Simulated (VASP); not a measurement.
Here is a VASP 6.6.1 calculation.

Contents of INCAR:

```
SYSTEM = Ta
PREC = Accurate
ENCUT = 520
EDIFF = 1E-6
ISMEAR = -1
SIGMA = 0.1
LREAL = .False.
LASPH = .True.
NELM = 60
ALGO = Normal
ISIF = 2
LWAVE = .False.
LCHARG = .False.
GGA = PE
NBANDS = 12
```

KPOINTS

```
regular mesh
0
Gamma
  18 18 18
  0 0 0
```

Contents of POSCAR:

```
Ta
1.0
    0.0000000000      1.8846935112      1.8846935112
    1.8846935112      0.0000000000      1.8846935112
    1.8846935112      1.8846935112      0.0000000000
Ta
1
Direct
    0.0000000000      0.0000000000      0.0000000000
```

Potentials or basis: VASP PAW PBE potentials, release 64 (Ta_pv).

Launch:

```sh
$ cat potpaw_PBE.64/Ta_pv/POTCAR > POTCAR
$ mpirun -np 1 vasp_std > vasp.out
```

Question: Predict the pressure.

Answer: 121.4 GPa.

Question: What does it give for the band gap on the k mesh?

Answer: Zero (an odd number of electrons rules out a gap without spin polarisation).

Caveat: the cell stands under pressure; spin-orbit coupling is left out, which moves the levels of the heavy elements.
